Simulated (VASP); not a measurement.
## Ta3N: single point with PBE

Crystal: Ta3N.

```
CELL_PARAMETERS angstrom
3.02177 0.00000 0.00000
-1.51089 2.61693 0.03925
0.00000 0.11336 7.55759
ATOMIC_POSITIONS crystal
Ta 0.00000 0.00000 0.50000
Ta 0.33333 0.66667 0.17360
Ta 0.66667 0.33333 0.82640
N 0.00000 0.00000 0.00000
```

This cell differs from its parent crystal: strain +0.0300 x Voigt [0, 0, 0, 1, 0, 0].

```json
{
  "Program": "VASP 6.6.1",
  "Task": "single point",
  "Functional": "PBE",
  "Potentials or basis": "VASP PAW PBE potentials, release 64 (Ta_pv, N)",
  "Cutoff": "520 eV",
  "k mesh": "18 × 18 × 6",
  "Occupations": "gaussian, width 0.15 eV",
  "Spin": "no spin polarisation",
  "Dipole correction": "no",
  "Further INCAR settings": "ALGO = Normal; EDIFF = 1e-06; NBANDS = 27"
}
```

```yaml
Pressure: 0.5 GPa
Largest_force: 0.195 eV/Å
Band_gap_on_the_k_mesh: zero (bands 19 and 20 overlap by 0.83 eV)
```

Forces in eV/Å, atoms in the order of the input:
```
Ta   0.000  0.000  0.000
Ta   0.000 -0.181  0.072
Ta   0.000  0.181 -0.072
N    0.000  0.000  0.000
```

Stress tensor (GPa, compression positive):
```
-0.02  0.00  0.00
 0.00  0.83  0.03
 0.00  0.03  0.56
```

Levels at points of the mesh, in eV from the Fermi level:
```tsv
k point	band 17	band 18	band 19	band 20	band 21	band 22
(0.00, 0.00, 0.00)	-0.58	-0.45	-0.21	0.34	0.34	0.91
(0.50, 0.00, 0.00)	-1.20	-0.48	0.06	0.76	0.99	3.54
(0.00, 0.50, 0.00)	-1.05	-0.60	0.31	0.73	0.78	3.60
(0.00, 0.00, 0.50)	-1.17	-0.26	-0.20	0.57	0.60	1.19
(0.50, 0.00, 0.50)	-1.33	-1.24	0.24	0.83	1.36	2.44
(0.00, 0.50, 0.50)	-1.28	-1.24	0.02	0.98	1.38	2.42
```

Wall time 7.2 min on 1 thread of Intel(R) Xeon(R) 6975P-C (Granite Rapids), on a shared host, peak memory 0.73 GiB.

Caveat: the cell differs from its parent crystal (strain +0.0300 x Voigt [0, 0, 0, 1, 0, 0]); spin-orbit coupling is left out, which moves the levels of the heavy elements.
